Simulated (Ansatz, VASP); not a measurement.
# One calculation of Ga3As3CO, two programs

The input INCAR:

```
PREC     = Accurate       # precision mode
ENCUT    = 520            # plane-wave cutoff, eV
EDIFF    = 1E-6           # SCF threshold, eV
ISMEAR   = 0              # smearing method
SIGMA    = 0.05           # smearing width, eV
LREAL    = False          # projectors in reciprocal space
LASPH    = True           # aspherical terms in the spheres
NELM     = 60             # most SCF steps
ALGO     = Normal         # electronic algorithm
ISIF     = 2              # what is computed and relaxed
LWAVE    = False          # write WAVECAR
LCHARG   = True           # write CHGCAR
LDIPOL   = True         
IDIPOL   = 3            
DIPOL    = 0.5 0.5 0.323
GGA      = PE             # functional
IVDW     = 12             # dispersion correction
LELF     = True           # ELF
LVHAR    = True         
LVACPOTAV= True         
NBANDS   = 42             # bands
```

Contents of KPOINTS:

```
Automatic mesh
0
Gamma
  7 5 1
```

The input POSCAR:

```
Ga3As3CO
1.0
    4.0137031111      0.0000000000      0.0000000000
    0.0000000000      5.6762333751      0.0000000000
    0.0000000000      0.0000000000     23.3352699083
Ga As O C
3 3 1 1
Direct
    0.5000000000      0.5000000000      0.1714143447
    0.0000000000      0.0653835255      0.2680035048
    0.5000000000      0.4894639609      0.3228546357
    0.0000000000      0.2500000000      0.1714143447
    0.5000000000      0.8102208698      0.2504948966
    0.0000000000      0.2887573198      0.3593388866
    0.5000000000      0.7887573198      0.4964703624
    0.5000000000      0.7887573198      0.5457519865
```

Input for Ansatz:

```yaml
crystal:
  lattice:
    - [4.0137031111, 0.0, 0.0]
    - [0.0, 5.6762333751, 0.0]
    - [0.0, 0.0, 23.3352699083]
  atoms:
    - { symbol: Ga, position: [0.5, 0.5, 0.1714143447] }
    - { symbol: As, position: [0.0, 0.25, 0.1714143447] }
    - { symbol: Ga, position: [0.0, 0.0653835255, 0.2680035048] }
    - { symbol: As, position: [0.5, 0.8102208698, 0.2504948966] }
    - { symbol: Ga, position: [0.5, 0.4894639609, 0.3228546357] }
    - { symbol: As, position: [0.0, 0.2887573198, 0.3593388866] }
    - { symbol: O, position: [0.5, 0.7887573198, 0.4964703624] }
    - { symbol: C, position: [0.5, 0.7887573198, 0.5457519865] }
basis:
  ecutwfc: 420
kpoints:
  mp_grid: { grid: [7, 5, 1] }
hamiltonian:
  xc: pbe
  pseudopotentials: { kind: paw, azcp: { folder: soft_1 } }
  dispersion: d3bj
scf:
  occupations: { method: gaussian, width: 0.05 }
output:
  forces: true
  eigenvalues: true
efield:
  axis: 3
  dipole_correction: true
  ramp_width: 0.04
```

Alike in both runs: task single point; functional PBE; dispersion D3(BJ); k mesh 7 × 5 × 1; occupations gaussian, width 0.05 eV; no spin polarisation.

|  | VASP | Ansatz |
| --- | --- | --- |
| version | VASP 6.6.1 | Ansatz 0.2.0 |
| potentials or method | VASP PAW PBE potentials, release 64 (Ga_d, As, O, C), cutoff 520 eV | scalar-relativistic, plane waves, PAW |
| valence electrons in the cell | 64 | 94 |

Ansatz gave:

| Property | Result |
| --- | --- |
| gap on the k mesh at the Fermi level (eV) | 0.41 |
| least direct gap on the mesh (eV) | 0.75 |
| rms of the force components (eV/Å) | 0.542 |

Q: Estimate VASP's values.

A: gap on the k mesh at the Fermi level (eV): 0.40; least direct gap on the mesh (eV): 0.75; rms of the force components (eV/Å): 0.377.

One of these differences is far larger than is usual between the two programs; its cause wasn't traced. VASP's potentials hold 64 valence electrons a cell and Ansatz's 94, so a difference there can come from the potentials and not from the codes.

Noted on VASP's run: the standard files for N, O and F lose accuracy on very short bonds.
